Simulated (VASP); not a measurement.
# TaN (Fm-3m) in VASP: a series of runs

TaN is run at these levels: PBEsol+D3(BJ)+U; tasks: single point.

All numbers are computed with VASP 6.6.1; they aren't measurements. Logs are shortened: lines on timing, memory, paths and dates and some standing lists are left out, and cuts for length are marked.

**1. The cell of the first run**

Symmetry: Fm-3m, No. 225, cubic system. The conventional cell has a = 4.332 Å, b = 4.332 Å, c = 4.332 Å, α = 90.00°, β = 90.00°, γ = 90.00°. Within 2.9 Å of Ta (site symmetry m-3m) lie 6 N at 2.17 Å. N (site symmetry m-3m) has 6 Ta at 2.17 Å within 2.9 Å.

**2. Single point, PBEsol+D3(BJ)+U (volume scaled by 0.94)**

Contents of INCAR:

```
PREC = Accurate
ENCUT = 520
EDIFF = 1E-6
ISMEAR = -1
SIGMA = 0.01
LREAL = F
LASPH = T
NELM = 150
ALGO = Normal
ISIF = 2
LWAVE = F
LCHARG = F
LMAXMIX = 4
LDAU = T
LDAUTYPE = 2
LDAUL = 2 -1
LDAUU = 8 0
LDAUJ = 0 0
LDAUPRINT = 1
GGA = PS
IVDW = 12
NBANDS = 15
```

Contents of KPOINTS:

```
Automatic mesh
0
Gamma
  10 10 10
```

Contents of POSCAR:

```
TaN
1.0
    0.0000000000      2.1661812927      2.1661812927
    2.1661812927      0.0000000000      2.1661812927
    2.1661812927      2.1661812927      0.0000000000
Ta N
1 1
Direct
    0.5000000000      0.5000000000      0.5000000000
    0.0000000000      0.0000000000      0.0000000000
```

Potentials or basis: VASP PAW PBE potentials, release 64 (Ta_pv, N).

On the command line:

```bash
cat potpaw_PBE.64/Ta_pv/POTCAR potpaw_PBE.64/N/POTCAR > POTCAR
mpirun -np 1 vasp_std > vasp.out
```

OUTCAR:

```text
PREC = Accurate
   ENCUT = 520
   EDIFF = 1E-6
   ISMEAR = -1
   LREAL = F
   LASPH = T
   NELM = 150
   ISIF = 2
   GGA = PS
   IVDW = 12
 IVDW          = 12

 ion  position               nearest neighbor table
   1  0.500  0.500  0.500-   2 2.17   2 2.17   2 2.17   2 2.17   2 2.17   2 2.17
   2  0.000  0.000  0.000-   1 2.17   1 2.17   1 2.17   1 2.17   1 2.17   1 2.17

  LATTYP: Found a face centered cubic cell.
 ALAT       =     4.3323625854

  Lattice vectors:

 A1 = (   0.0000000000,   2.1661812927,   2.1661812927)
 A2 = (   2.1661812927,   0.0000000000,   2.1661812927)
 A3 = (   2.1661812927,   2.1661812927,   0.0000000000)

Analysis of symmetry for initial positions (statically):
=====================================================================
 Subroutine PRICEL returns:
 Original cell was already a primitive cell.

 Routine SETGRP: Setting up the symmetry group for a
 face centered cubic supercell.

 Subroutine GETGRP returns: Found 48 space group operations
 (whereof 48 operations were pure point group operations)
 out of a pool of 48 trial point group operations.

The static configuration has the point symmetry O_h .

Analysis of symmetry for dynamics (positions and initial velocities):
=====================================================================
 Subroutine PRICEL returns:
 Original cell was already a primitive cell.

 Routine SETGRP: Setting up the symmetry group for a
 face centered cubic supercell.

 Subroutine GETGRP returns: Found 48 space group operations
 (whereof 48 operations were pure point group operations)
 out of a pool of 48 trial point group operations.

The dynamic configuration has the point symmetry O_h .

 Subroutine INISYM returns: Found 48 space group operations
 (whereof 48 operations are pure point group operations),
 and found     1 'primitive' translations

----------------------------------------------------------------------------------------

                                     Primitive cell

  volume of cell :      20.3289

  direct lattice vectors                    reciprocal lattice vectors
     0.000000000  2.166181293  2.166181293    -0.230820939  0.230820939  0.230820939
     2.166181293  0.000000000  2.166181293     0.230820939 -0.230820939  0.230820939
     2.166181293  2.166181293  0.000000000     0.230820939  0.230820939 -0.230820939
[... 150 lines left out ...]
  o =  0.1896  v =  0.0000 -0.0000 -0.7017  0.0000  0.7125  0.0000  0.0000  0.0000  0.0000  0.0000      0.0000  0.0000  0.0000  0.0000  0.0000  0.0000  0.0000  0.0000  0.0000  0.0000
  o =  0.2556  v =  0.0000  0.5549 -0.0000 -0.8319  0.0000  0.0000  0.0000  0.0000  0.0000  0.0000      0.0000  0.0000  0.0000  0.0000  0.0000  0.0000  0.0000  0.0000  0.0000  0.0000
  o =  0.2556  v =  0.0000  0.0000  0.0000  0.0000  0.0000  0.0000  0.5549 -0.0000 -0.8319  0.0000      0.0000  0.0000  0.0000  0.0000  0.0000  0.0000  0.0000  0.0000  0.0000  0.0000
  o =  0.2556  v =  0.0000  0.8319 -0.0000  0.5549 -0.0000  0.0000  0.0000  0.0000  0.0000  0.0000      0.0000  0.0000  0.0000  0.0000  0.0000  0.0000  0.0000  0.0000  0.0000  0.0000
  o =  0.2556  v =  0.0000  0.0000  0.0000  0.0000  0.0000  0.0000  0.8319 -0.0000  0.5549 -0.0000      0.0000  0.0000  0.0000  0.0000  0.0000  0.0000  0.0000  0.0000  0.0000  0.0000
  o =  0.2556  v =  1.0000  0.0000  0.0000  0.0000  0.0000  0.0000  0.0000  0.0000  0.0000  0.0000      0.0000  0.0000  0.0000  0.0000  0.0000  0.0000  0.0000  0.0000  0.0000  0.0000
  o =  0.2556  v =  0.0000  0.0000  0.0000  0.0000  0.0000  1.0000  0.0000  0.0000  0.0000  0.0000      0.0000  0.0000  0.0000  0.0000  0.0000  0.0000  0.0000  0.0000  0.0000  0.0000

 number of electron      15.9999998 magnetization

 Free energy of the ion-electron system (eV)
  ---------------------------------------------------
  ext. energy  EPLUGINS =         0.00000000
  ---------------------------------------------------
  free energy    TOTEN  =       -15.86414456 eV

  energy without entropy =      -15.86356507  energy(sigma->0) =      -15.86385482

 E-fermi :  10.9566     XC(G=0): -13.8627

 val. band max:       10.7547255280   @ k =  -0.3000   0.4000   0.2000
 cond. band min:      10.9654956388   @ k =  -0.3000   0.3000   0.1000
 fundamental gap:      0.2107701107
 Fermi energy:        10.9566226068

 k-point     1 :       0.0000    0.0000    0.0000
  band No.  band energies     occupation
      1     -26.3841      2.00000
      2     -26.3841      2.00000
      3     -26.3841      2.00000
      4      -8.9347      2.00000
      5       6.4681      2.00000
      6       6.4681      2.00000
      7       6.4681      2.00000
      8       8.8356      2.00000
      9       8.8356      2.00000
     10       8.8356      2.00000
     11      11.7044      0.00000
     12      11.7044      0.00000
     13      12.0547      0.00000
     14      19.3119      0.00000
[... 401 lines left out ...]
      2     -26.6575      2.00000
      3     -26.6285      2.00000
      4      -6.9696      2.00000
      5       2.2259      2.00000
      6       4.4787      2.00000
      7       5.1400      2.00000
      8       6.6933      2.00000
      9      13.9274      0.00000
     10      14.3224      0.00000
     11      14.4350      0.00000
     12      15.0105      0.00000
     13      19.7521      0.00000
     14      21.0541      0.00000
     15      21.5150      0.00000

 [... further k-points ...]

------------------------ aborting loop because EDIFF is reached ----------------------------------------

 Edisp (eV)   -0.97518

 E8    (eV) :    -0.6772

  FORCE on cell =-STRESS in cart. coord.  units (eV):
  Direction    XX          YY          ZZ          XY          YZ          ZX
  --------------------------------------------------------------------------------------
  -------------------------------------------------------------------------------------
  Total       4.24031     4.24031     4.24031    -0.00000    -0.00000     0.00000
  in kB     334.19012   334.19012   334.19012    -0.00000    -0.00000     0.00000
  external pressure =      334.19 kB  Pullay stress =        0.00 kB

 VOLUME and BASIS-vectors are now :
 -----------------------------------------------------------------------------
  energy-cutoff  :      520.00
  volume of cell :       20.33
      direct lattice vectors                 reciprocal lattice vectors
     0.000000000  2.166181293  2.166181293    -0.230820939  0.230820939  0.230820939
     2.166181293  0.000000000  2.166181293     0.230820939 -0.230820939  0.230820939
     2.166181293  2.166181293  0.000000000     0.230820939  0.230820939 -0.230820939

 POSITION                                       TOTAL-FORCE (eV/Angst)
 -----------------------------------------------------------------------------------
      2.16618      2.16618      2.16618        -0.000000     -0.000000      0.000000
      0.00000      0.00000      0.00000         0.000000      0.000000     -0.000000
 -----------------------------------------------------------------------------------
    total drift:                                0.000000     -0.000000     -0.000000

  FREE ENERGIE OF THE ION-ELECTRON SYSTEM (eV)
  ---------------------------------------------------
  free  energy   TOTEN  =       -16.8393267301 eV

  energy  without entropy=      -16.8387472383  energy(sigma->0) =      -16.83903698
```

stdout:

```text
POSCAR found type information on POSCAR TaN
 POSCAR found :  2 types and       2 ions
 scaLAPACK will be used
 -----------------------------------------------------------------------------
|                                                                             |
|                                                                             |
|     You enforced a specific xc type in the INCAR file but a different       |
|     I HOPE YOU KNOW WHAT YOU ARE DOING!                                     |
|                                                                             |
 -----------------------------------------------------------------------------

 LDA part: xc-table for (Slater+PW92), standard interpolation
 POSCAR, INCAR and KPOINTS ok, starting setup
 FFT: planning ... GRIDC
 FFT: planning ... GRID_SOFT
 FFT: planning ... GRID
 WAVECAR not read
 entering main loop
```

Wall time 17 s (1 thread of Intel Xeon 6975P-C, shared host); peak memory 0.16 GiB.

What came out:

```
Free energy                : -16.8393 eV
Pressure                   : 33.4 GPa
Band gap on the k mesh     : zero (band 8 reaches 13.07 eV, above the bottom of band 9 at 8.84 eV)
Dispersion energy per atom : -0.488 eV
```

Eigenvalues of the final occupation matrices:
| site | spin | trace | eigenvalues |
| --- | --- | --- | --- |
| site 1 d | 1 | 1.15 | 0.19 0.19 0.26 0.26 0.26 |
| site 1 d | 2 | 1.15 | 0.19 0.19 0.26 0.26 0.26 |

Caveat: the cell differs from its parent crystal (volume scaled by 0.94); the PAW data sets were made with another functional, which shifts forces and pressure a little; spin-orbit coupling is left out, which moves the levels of the heavy elements; U without spin polarisation on a metal has little footing; pairwise dispersion overbinds metals, which lowers pressure and volume.

**3. Single point, PBEsol+D3(BJ)+U (volume scaled by 0.96)**

Contents of INCAR:

```
SYSTEM = TaN
PREC = Accurate
ENCUT = 520
EDIFF = 1E-6
ISMEAR = -1
SIGMA = 0.01
LREAL = .FALSE.
LASPH = .TRUE.
NELM = 150
ALGO = Normal
ISIF = 2
LWAVE = .FALSE.
LCHARG = .TRUE.
LMAXMIX = 4
LDAU = .TRUE.
LDAUTYPE = 2
LDAUL = 2 -1
LDAUU = 8 0
LDAUJ = 0 0
LDAUPRINT = 1
GGA = PS
IVDW = 12
LELF = .TRUE.
LVHAR = .TRUE.
NBANDS = 15
```

Contents of KPOINTS:

```
regular mesh
0
G
  10 10 10
  0 0 0
```

Contents of POSCAR:

```
TaN
1.0
    0.0000000000      2.1814365931      2.1814365931
    2.1814365931      0.0000000000      2.1814365931
    2.1814365931      2.1814365931      0.0000000000
Ta N
1 1
Direct
    0.5000000000      0.5000000000      0.5000000000
    0.0000000000      0.0000000000      0.0000000000
```

Potentials or basis: VASP PAW PBE potentials, release 64 (Ta_pv, N).

On the command line:

```bash
cat potpaw_PBE.64/Ta_pv/POTCAR potpaw_PBE.64/N/POTCAR > POTCAR
mpirun -np 1 vasp_std > vasp.out
```

It took 16 s on 1 thread of Intel Xeon 6975P-C, shared host; peak memory 0.16 GiB.

The run converged. Its results:

```
Free energy                : -16.9176 eV
Pressure                   : 24.1 GPa
Band gap on the k mesh     : zero (band 8 reaches 12.77 eV, above the bottom of band 9 at 8.65 eV)
Dispersion energy per atom : -0.477 eV
```

Levels at points of the mesh, in eV from the Fermi level:
```tsv
k point	band 6	band 7	band 8	band 9	band 10	band 11
(0.00, 0.00, 0.00)	-4.43	-4.43	-2.07	-2.07	-2.07	0.75
(0.50, 0.00, 0.00)	-7.76	-7.76	2.05	2.23	2.23	2.86
(0.50, 0.50, 0.00)	-5.69	-5.32	-5.32	2.99	4.03	4.03
```

Eigenvalues of the final occupation matrices:
```csv
site,spin,trace,eigenvalues
site 1 d,1,1.13,0.18 0.18 0.25 0.25 0.25
site 1 d,2,1.13,0.18 0.18 0.25 0.25 0.25
```

Caveat: the cell differs from its parent crystal (volume scaled by 0.96); the PAW data sets were made with another functional, which shifts forces and pressure a little; spin-orbit coupling is left out, which moves the levels of the heavy elements; U without spin polarisation on a metal has little footing; pairwise dispersion overbinds metals, which lowers pressure and volume.

**4. Single point, PBEsol+D3(BJ)+U (volume scaled by 0.98)**

Contents of INCAR:

```
PREC = Accurate ; ENCUT = 520
EDIFF = 1E-7 ; ISMEAR = -1
SIGMA = 0.01 ; LREAL = F
LASPH = T ; NELM = 150
ALGO = Normal ; ISIF = 2
LWAVE = F ; LCHARG = T
LMAXMIX = 4 ; LDAU = T
LDAUTYPE = 2 ; LDAUL = 2 -1
LDAUU = 8 0 ; LDAUJ = 0 0
LDAUPRINT = 1 ; GGA = PS
IVDW = 12 ; LELF = T
LVHAR = T ; NBANDS = 15
```

Contents of KPOINTS:

```
regular mesh
0
Gamma
  10 10 10
```

Contents of POSCAR:

```
TaN
1.0
    0.0000000000      2.1964814589      2.1964814589
    2.1964814589      0.0000000000      2.1964814589
    2.1964814589      2.1964814589      0.0000000000
Ta N
1 1
Direct
    0.5000000000      0.5000000000      0.5000000000
    0.0000000000      0.0000000000      0.0000000000
```

On the command line:

```bash
cat potpaw_PBE.64/Ta_pv/POTCAR potpaw_PBE.64/N/POTCAR > POTCAR
mpirun -np 1 vasp_std > vasp.out
```

It took 14 s on 1 thread of Intel Xeon 6975P-C, shared host; peak memory 0.16 GiB.

Results (log left out):

```yaml
Free_energy: -16.9718 eV
Pressure: 15.7 GPa
Band_gap_on_the_k_mesh: zero (band 8 reaches 12.47 eV, above the bottom of band 9 at 8.47 eV)
Dispersion_energy_per_atom: -0.468 eV
```

Levels at points of the mesh, in eV from the Fermi level:
```csv
k point,band 6,band 7,band 8,band 9,band 10,band 11
"(0.00, 0.00, 0.00)",-4.37,-4.37,-2.02,-2.02,-2.02,0.71
"(0.50, 0.00, 0.00)",-7.61,-7.61,1.98,2.17,2.17,2.78
"(0.50, 0.50, 0.00)",-5.56,-5.27,-5.27,2.93,3.91,3.91
```

Eigenvalues of the final occupation matrices:
```tsv
site	spin	trace	eigenvalues
site 1 d	1	1.11	0.18 0.18 0.25 0.25 0.25
site 1 d	2	1.11	0.18 0.18 0.25 0.25 0.25
```

Caveat: the cell differs from its parent crystal (volume scaled by 0.98); the PAW data sets were made with another functional, which shifts forces and pressure a little; spin-orbit coupling is left out, which moves the levels of the heavy elements; U without spin polarisation on a metal has little footing; pairwise dispersion overbinds metals, which lowers pressure and volume.

**5. Single point, PBEsol+D3(BJ)+U**

This run uses another cell than the first one, of 10.81 Å³/atom, 1.064 times its volume.

Contents of INCAR:

```
SYSTEM = TaN
  PREC = Accurate
  ENCUT = 520
  EDIFF = 1E-6
  ISMEAR = -1
  SIGMA = 0.01
  LREAL = .FALSE.
  LASPH = .TRUE.
  NELM = 150
  ALGO = Normal
  ISIF = 2
  LWAVE = .FALSE.
  LCHARG = .TRUE.
  LMAXMIX = 4
  LDAU = .TRUE.
  LDAUTYPE = 2
  LDAUL = 2 -1
  LDAUU = 8 0
  LDAUJ = 0 0
  LDAUPRINT = 1
  GGA = PS
  IVDW = 12
  LELF = .TRUE.
  LVHAR = .TRUE.
  NBANDS = 15
```

Contents of KPOINTS:

```
regular mesh
0
G
  10 10 10
  0 0 0
```

Contents of POSCAR:

```
TaN
1.0
    0.0000000000      2.2113230000      2.2113230000
    2.2113230000      0.0000000000      2.2113230000
    2.2113230000      2.2113230000      0.0000000000
Ta N
1 1
Direct
    0.5000000000      0.5000000000      0.5000000000
    0.0000000000      0.0000000000      0.0000000000
```

On the command line:

```bash
cat potpaw_PBE.64/Ta_pv/POTCAR potpaw_PBE.64/N/POTCAR > POTCAR
mpirun -np 1 vasp_std > vasp.out
```

Wall time 19 s (1 thread of Intel Xeon 6975P-C, shared host); peak memory 0.16 GiB.

Results (log left out):

| Quantity | Value |
| --- | --- |
| Free energy | -17.0045 eV |
| Pressure | 8.1 GPa |
| Band gap on the k mesh | zero (band 8 reaches 12.18 eV, above the bottom of band 9 at 8.30 eV) |
| Dispersion energy per atom | -0.458 eV |

Levels at points of the mesh, in eV from the Fermi level:
```tsv
k point	band 4	band 5	band 6	band 7	band 8	band 9	band 10	band 11	band 12	band 13
(0.00, 0.00, 0.00)	-19.37	-4.31	-4.31	-4.31	-1.97	-1.97	-1.97	0.53	0.76	0.76
(0.50, 0.00, 0.00)	-16.32	-10.87	-7.47	-7.47	1.92	2.10	2.10	2.71	7.85	7.85
(0.50, 0.50, 0.00)	-17.68	-7.41	-5.43	-5.22	-5.22	2.88	3.79	3.79	4.40	6.02
```

Eigenvalues of the final occupation matrices:
| site | spin | trace | eigenvalues |
| --- | --- | --- | --- |
| site 1 d | 1 | 1.09 | 0.17 0.17 0.25 0.25 0.25 |
| site 1 d | 2 | 1.09 | 0.17 0.17 0.25 0.25 0.25 |

Caveat: the PAW data sets were made with another functional, which shifts forces and pressure a little; spin-orbit coupling is left out, which moves the levels of the heavy elements; U without spin polarisation on a metal has little footing; pairwise dispersion overbinds metals, which lowers pressure and volume.

**6. Overview**

| cell | gap on the mesh (eV) | pressure (GPa) |
| --- | --- | --- |
| a = 3.063 Å, angles 60.0°, 2 atoms | none | 33.4 |
| a = 3.085 Å, angles 60.0°, 2 atoms | none | 24.1 |
| a = 3.106 Å, angles 60.0°, 2 atoms | none | 15.7 |
| a = 3.127 Å, angles 60.0°, 2 atoms | none | 8.1 |

Alike in all rows: task single point; level PBEsol+D3(BJ)+U; potentials or basis VASP PAW PBE potentials, release 64 (Ta_pv, N); no spin polarisation; Ta d U = 8.0 eV; k mesh 10 × 10 × 10; cutoff (eV) 520; smearing fermi-dirac 0.01 eV.

Caveats: the PAW data sets were made with another functional, which shifts forces and pressure a little; spin-orbit coupling is left out, which moves the levels of the heavy elements; U without spin polarisation on a metal has little footing; pairwise dispersion overbinds metals, which lowers pressure and volume.

Absolute energies hang on the potentials; compare differences alone.
